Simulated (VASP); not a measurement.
# Mg (I4/mmm) in VASP: relaxation of cell and atoms with r2SCAN

Aim: the relaxation of cell and atoms of Mg with r2SCAN.

Program: VASP 6.6.1. These are calculated values, not measurements. Logs are shortened: lines on timing, memory, paths and dates and some standing lists are left out, and cuts for length are marked.

## (1) The cell of the first run

It takes space group I4/mmm (No. 139, tetragonal). The conventional cell has a = 3.610 Å, b = 3.610 Å, c = 3.452 Å, α = 90.00°, β = 90.00°, γ = 90.00°. Within 4.1 Å of Mg (site symmetry 4/mmm) lie 14 Mg at 3.08 to 3.61 Å.

## (2) Relaxation of cell and atoms, r2SCAN

Input file POSCAR:

```
Mg
1.0
   -1.8051745180      1.8051745180      1.7262079302
    1.8051745180     -1.8051745180      1.7262079302
    1.8051745180      1.8051745180     -1.7262079302
Mg
1
Direct
    0.0000000000      0.0000000000      0.0000000000
```

Input file INCAR.step1:

```
SYSTEM = Mg
  ALGO = Normal
  EDIFF = 1E-4
  ENCUT = 600
  GGA = PE
  ISMEAR = 0
  LASPH = .TRUE.
  LCHARG = .FALSE.
  LREAL = .FALSE.
  LWAVE = .TRUE.
  NELM = 80
  PREC = Accurate
  SIGMA = 0.1
```

Input file INCAR.step2:

```
SYSTEM = Mg
  ALGO = Normal
  EDIFF = 1E-6
  EDIFFG = -0.01
  ENCUT = 600
  IBRION = 2
  ISIF = 3
  ISMEAR = 0
  ISTART = 1
  LASPH = .TRUE.
  LCHARG = .FALSE.
  LMIXTAU = .TRUE.
  LREAL = .FALSE.
  LWAVE = .FALSE.
  METAGGA = R2SCAN
  NELM = 80
  NSW = 80
  PREC = Accurate
  SIGMA = 0.1
```

Input file KPOINTS:

```
k-points
0
G
  16 16 16
  0 0 0
```

Potentials or basis: VASP PAW PBE potentials, release 64 (Mg).

Command:

```bash
$ cat potpaw_PBE.64/Mg/POTCAR > POTCAR
$ cp INCAR.step1 INCAR
$ mpirun -np 1 vasp_std > vasp.out
$ cp INCAR.step2 INCAR
$ mpirun -np 1 vasp_std > vasp.out
```

OUTCAR:

```text
SYSTEM = Mg
   EDIFF = 1E-6
   EDIFFG = -0.01
   ENCUT = 600
   IBRION = 2
   ISIF = 3
   ISMEAR = 0
   ISTART = 1
   LASPH = .TRUE.
   LREAL = .FALSE.
   METAGGA = R2SCAN
   NELM = 80
   NSW = 80
   PREC = Accurate

 ion  position               nearest neighbor table
   1  0.000  0.000  0.000-

  LATTYP: Found a body centered tetragonal cell.
 ALAT       =     3.6103490360
 C/A-ratio  =     0.9562554274

  Lattice vectors:

 A1 = (  -1.8051745180,   1.8051745180,   1.7262079302)
 A2 = (   1.8051745180,  -1.8051745180,   1.7262079302)
 A3 = (   1.8051745180,   1.8051745180,  -1.7262079302)

Analysis of symmetry for initial positions (statically):
=====================================================================
 Subroutine PRICEL returns:
 Original cell was already a primitive cell.

 Routine SETGRP: Setting up the symmetry group for a
 body centered tetragonal supercell.

 Subroutine GETGRP returns: Found 16 space group operations
 (whereof 16 operations were pure point group operations)
 out of a pool of 16 trial point group operations.

The static configuration has the point symmetry D_4h.

Analysis of symmetry for dynamics (positions and initial velocities):
=====================================================================
 Subroutine PRICEL returns:
 Original cell was already a primitive cell.

 Routine SETGRP: Setting up the symmetry group for a
 body centered tetragonal supercell.

 Subroutine GETGRP returns: Found 16 space group operations
 (whereof 16 operations were pure point group operations)
 out of a pool of 16 trial point group operations.

The dynamic configuration has the point symmetry D_4h.

 Subroutine INISYM returns: Found 16 space group operations
 (whereof 16 operations are pure point group operations),
 and found     1 'primitive' translations

----------------------------------------------------------------------------------------

                                     Primitive cell

  volume of cell :      22.5005

  direct lattice vectors                    reciprocal lattice vectors
    -1.805174518  1.805174518  1.726207930     0.000000000  0.276981530  0.289652244
     1.805174518 -1.805174518  1.726207930     0.276981530  0.000000000  0.289652244
     1.805174518  1.805174518 -1.726207930     0.276981530  0.276981530  0.000000000

  length of vectors
     3.081737156  3.081737156  3.081737156     0.400770745  0.400770745  0.391711036

  position of ions in fractional coordinates (direct lattice)
     0.000000000  0.000000000  0.000000000

  ion indices of the primitive-cell ions
   primitive index   ion index
                 1           1

----------------------------------------------------------------------------------------

 KPOINTS: k-points

Automatic generation of k-mesh.
 Grid dimensions read from file:
 generate k-points for:   16   16   16

 Generating k-lattice:

  Cartesian coordinates                     Fractional coordinates (reciprocal lattice)
     0.000000000  0.017311346  0.018103265     0.062500000  0.000000000 -0.000000000
     0.017311346  0.000000000  0.018103265     0.000000000  0.062500000 -0.000000000
     0.017311346  0.017311346  0.000000000     0.000000000  0.000000000  0.062500000

  Length of vectors
     0.025048172  0.025048172  0.024481940

  Shift w.r.t. Gamma in fractional coordinates (k-lattice)
     0.000000000  0.000000000  0.000000000

 Subroutine IBZKPT returns following result:
 ===========================================

 Found    349 irreducible k-points:

 Following reciprocal coordinates:
            Coordinates               Weight
  0.000000  0.000000  0.000000      1.000000
  0.062500  0.000000  0.000000      8.000000
  0.125000  0.000000  0.000000      8.000000
  0.187500  0.000000 -0.000000      8.000000
  0.250000  0.000000  0.000000      8.000000
  0.312500  0.000000 -0.000000      8.000000
[... 16 lines left out ...]
 -0.125000  0.062500  0.000000     16.000000
 -0.062500  0.062500  0.000000      4.000000
 [... further k-points ...]
   k-points           NKPTS =    349   k-points in BZ     NKDIM =    349   number of bands    NBANDS=      5
   number of dos      NEDOS =    301   number of ions     NIONS =      1
   total plane-waves  NPLWV =  21952
   dimension x,y,z NGX =    28 NGY =   28 NGZ =   28
   dimension x,y,z NGXF=    56 NGYF=   56 NGZF=   56
   ions per type =               1
   NGX,Y,Z   is equivalent  to a cutoff of  15.10, 15.10, 15.10 a.u.
   NGXF,Y,Z  is equivalent  to a cutoff of  30.21, 30.21, 30.21 a.u.
 SYSTEM =  Mg
   PREC   = accura    normal or accurate (medium, high low for compatibility)
   ISTART =      1    job   : 0-new  1-cont  2-samecut
   ICHARG =      0    charge: 1-file 2-atom 10-const
   ISPIN  =      1    spin polarized calculation?
   LNONCOLLINEAR =      F non collinear calculations
   LSORBIT =      F    spin-orbit coupling
   LASPH  =      T    aspherical Exc in radial PAW
   ENCUT  =  600.0 eV  44.10 Ry    6.64 a.u.   6.15  6.15  6.15*2*pi/ulx,y,z
   NELM   =     80;   NELMIN=  2; NELMDL=  0     # of ELM steps
   EDIFF  = 0.1E-05   stopping-criterion for ELM
   LREAL  =      F    real-space projection
   EDIFFG = -.1E-01   stopping-criterion for IOM
   NSW    =     80    number of steps for IOM
   IBRION =      2    ionic relax: 0-MD 1-quasi-New 2-CG
   NFREE  =      1    steps in history (QN), initial steepest desc. (CG)
   ISIF   =      3    stress and relaxation
   ISYM   =      2    0-nonsym 1-usesym 2-fastsym
   POTIM  = 0.5000    time-step for ionic-motion
   TEBEG  =    0.0;   TEEND  =   0.0 temperature during run
   PSTRESS=    0.0 pullay stress
   NELECT =       2.0000    total number of electrons
   NUPDOWN=      -1.0000    fix difference up-down
   EMIN   =  10.00;   EMAX   =-10.00  energy-range for DOS
   EFERMI =   0.00;   METHOD = LEGACY
   ISMEAR =     0;   SIGMA  =   0.10  broadening in eV -4-tet -1-fermi 0-gaus
   EFERMI_NEDOS =   21; number of points for ismear=-14 and -15
   IALGO  =     38    algorithm
   IMIX   =      4    mixing-type and parameters
     AMIX     =   0.40;   BMIX     =  1.00
     AMIX_MAG =   1.60;   BMIX_MAG =  1.00
  volume/ion in A,a.u.               =      22.50       151.84
  Fermi-wavevector in a.u.,A,eV,Ry     =   0.730613  1.380659  7.262736  0.533796
  Thomas-Fermi vector in A             =   1.822627
   LORBIT       =      0    0 simple, 1 ext, 2 COOP (PROOUT), +10 PAW based schemes
   METAGGA = R2SCAN    functional components
   LHFCALC =     F    Hartree Fock is set to
   AEXX    =    0.0000 exact exchange contribution
   IVDW    =     0    specifies the selected vdW correction
   LEPSILON=     F    determine dielectric tensor
   LRPA    =     F    only Hartree local field effects (RPA)
 conjugate gradient relaxation of ions
 non-spin polarized calculation
 Gauss-broadening in eV      SIGMA  =   0.10
  energy-cutoff  :      600.00
  volume of cell :       22.50
 maximum number of plane-waves:       764
 NGX is ok and might be reduce to    28
   NGX = 13   NGY = 13   NGZ = 13

--------------------------------------- Ionic step        1  -------------------------------------------

 number of electron       2.0000000 magnetization

 Free energy of the ion-electron system (eV)
  ---------------------------------------------------
  ext. energy  EPLUGINS =         0.00000000
  ---------------------------------------------------
  free energy    TOTEN  =        -4.12078223 eV

  energy without entropy =       -4.11838132  energy(sigma->0) =       -4.11958178

------------------------ aborting loop because EDIFF is reached ----------------------------------------

  FORCE on cell =-STRESS in cart. coord.  units (eV):
  Direction    XX          YY          ZZ          XY          YZ          ZX
  --------------------------------------------------------------------------------------
  -------------------------------------------------------------------------------------
  Total       -0.0224852     -0.0224852     -0.0403206      0.0000000     -0.0000000      0.0000000
  in kB       -1.6010916     -1.6010916     -2.8710829      0.0000000     -0.0000000      0.0000000
  external PRESSURE =      -2.0244220 kB  Pullay stress =       0.0000000 kB

 VOLUME and BASIS-vectors are now :
 -----------------------------------------------------------------------------
  energy-cutoff  :      600.00
  volume of cell :       22.50
      direct lattice vectors                 reciprocal lattice vectors
    -1.805174518  1.805174518  1.726207930     0.000000000  0.276981530  0.289652244
     1.805174518 -1.805174518  1.726207930     0.276981530  0.000000000  0.289652244
     1.805174518  1.805174518 -1.726207930     0.276981530  0.276981530  0.000000000
[... 36 lines left out ...]
 POSITION                                       TOTAL-FORCE (eV/Angst)
 -----------------------------------------------------------------------------------
      1.80322      1.80322      1.72285        -0.000000      0.000000     -0.000000
 -----------------------------------------------------------------------------------
    total drift:                               -0.000000     -0.000000      0.000000

  FREE ENERGIE OF THE ION-ELECTRON SYSTEM (eV)
  ---------------------------------------------------
  free  energy   TOTEN  =        -4.1208662877 eV

  energy  without entropy=       -4.1185134628  energy(sigma->0) =       -4.11968988

--------------------------------------- Ionic step        3  -------------------------------------------

 number of electron       2.0000000 magnetization

 Free energy of the ion-electron system (eV)
  ---------------------------------------------------
  ext. energy  EPLUGINS =         0.00000000
  ---------------------------------------------------
  free energy    TOTEN  =        -4.12087284 eV

  energy without entropy =       -4.11853849  energy(sigma->0) =       -4.11970567

 E-fermi :   2.8298     XC(G=0):  -9.1231

 val. band max:        2.8115017546   @ k =   0.3750   0.3750   0.0000
 cond. band min:       2.8449135001   @ k =   0.3125   0.2500   0.1250
 fundamental gap:      0.0334117456
 Fermi energy:         2.8298084226

 k-point     1 :       0.0000    0.0000    0.0000
  band No.  band energies     occupation
      1      -4.7162      2.00000
      2      16.2315      0.00000
      3      17.2495      0.00000
      4      17.2495      0.00000
      5      18.5048      0.00000

 k-point     2 :       0.0625    0.0000    0.0000
  band No.  band energies     occupation
      1      -4.6150      2.00000
      2      15.7657      0.00000
      3      16.0509      0.00000
      4      16.7125      0.00000
      5      17.6227      0.00000

 k-point     3 :       0.1250    0.0000    0.0000
  band No.  band energies     occupation
      1      -4.3120      2.00000
      2      13.7402      0.00000
      3      14.8920      0.00000
      4      15.7594      0.00000
      5      16.6275      0.00000
[... 153 lines left out ...]
 k-point    23 :      -0.1250    0.0625    0.0000
  band No.  band energies     occupation
      1      -4.4222      2.00000
      2      14.0499      0.00000
      3      15.0771      0.00000
      4      16.2790      0.00000
      5      17.2378      0.00000

 k-point    24 :      -0.0625    0.0625    0.0000
  band No.  band energies     occupation
      1      -4.6196      2.00000
      2      15.1063      0.00000
      3      16.7688      0.00000
      4      16.8572      0.00000
      5      17.7351      0.00000

 [... further k-points ...]

------------------------ aborting loop because EDIFF is reached ----------------------------------------

  FORCE on cell =-STRESS in cart. coord.  units (eV):
  Direction    XX          YY          ZZ          XY          YZ          ZX
  --------------------------------------------------------------------------------------
  -------------------------------------------------------------------------------------
  Total        0.0078015      0.0078015     -0.0090937      0.0000000      0.0000000      0.0000000
  in kB        0.5586841      0.5586841     -0.6512242      0.0000000      0.0000000      0.0000000
  external PRESSURE =       0.1553813 kB  Pullay stress =       0.0000000 kB

 VOLUME and BASIS-vectors are now :
 -----------------------------------------------------------------------------
  energy-cutoff  :      600.00
  volume of cell :       22.37
      direct lattice vectors                 reciprocal lattice vectors
    -1.802472150  1.802472150  1.721574017     0.000000000  0.277396796  0.290431893
     1.802472150 -1.802472150  1.721574017     0.277396796  0.000000000  0.290431893
     1.802472150  1.802472150 -1.721574017     0.277396796  0.277396796  0.000000000

 POSITION                                       TOTAL-FORCE (eV/Angst)
 -----------------------------------------------------------------------------------
      0.00000      0.00000      0.00000        -0.000000      0.000000      0.000000
 -----------------------------------------------------------------------------------
    total drift:                                0.000000      0.000000      0.000000

  FREE ENERGIE OF THE ION-ELECTRON SYSTEM (eV)
  ---------------------------------------------------
  free  energy   TOTEN  =        -4.1208728422 eV

  energy  without entropy=       -4.1185384901  energy(sigma->0) =       -4.11970567

 reached required accuracy - stopping structural energy minimisation
```

Wall time 3.6 min (1 thread of AMD EPYC 9R45 (Zen 5), shared host); peak memory 0.18 GiB.

What came out:

| Item | Value |
| --- | --- |
| Free energy | -4.1209 eV |
| Relaxed volume | 22.37 Å³/atom |
| Relaxed cell | a = 3.076 Å, b = 3.076 Å, c = 3.076 Å, α = 108.25°, β = 108.25°, γ = 111.93° |
| Space group after relaxing (to 0.1 Å) | I4/mmm (No. 139) |
| Energy gained by relaxing | 0.1 meV/atom |
| Ionic steps | 3 |
| Pressure after relaxing | 0.0 GPa |
| Band gap on the k mesh | zero (bands 1 and 2 overlap by 4.91 eV) |

Final structure:
```
Mg
1.0
    -1.80247    1.80247    1.72157
     1.80247   -1.80247    1.72157
     1.80247    1.80247   -1.72157
Mg
1
Direct
  0.00000 0.00000 0.00000
```

Levels at points of the mesh, in eV from the Fermi level:
```csv
k point,band 1,band 2,band 3,band 4
"(0.00, 0.00, 0.00)",-7.55,13.40,14.42,14.42
"(0.50, 0.00, 0.00)",-1.67,-0.77,8.95,10.00
"(0.50, 0.50, 0.00)",-1.90,-1.11,9.84,10.85
"(0.50, 0.50, 0.50)",3.80,3.80,3.88,4.33
```

Caveat: the PAW data sets were made with another functional, which shifts forces and pressure a little.

The gap in the log of VASP goes by the Fermi energy; the results here count the filled bands.